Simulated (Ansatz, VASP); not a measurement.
Zr in VASP and in Ansatz

```
CELL_PARAMETERS angstrom
0.00000 2.25500 2.25500
2.25500 0.00000 2.25500
2.25500 2.25500 0.00000
ATOMIC_POSITIONS crystal
Zr 0.00000 0.00000 0.00000
```

Alike in both runs: task single point; functional PBE; k mesh 16 × 16 × 16; occupations fermi-dirac, width 0.28 eV; no spin polarisation.

```csv
,VASP,Ansatz
version,VASP 6.6.1,Ansatz 0.2.0
potentials or method,"VASP PAW PBE potentials, release 64 (Zr_sv), cutoff 520 eV","all-electron LAPW, scalar-relativistic"
```

|  | VASP | Ansatz | Ansatz less VASP |
| --- | --- | --- | --- |
| pressure (GPa) | 2.7 | 2.7 | 0.00 |

Ansatz ran all-electron here, and VASP with PAW potentials.
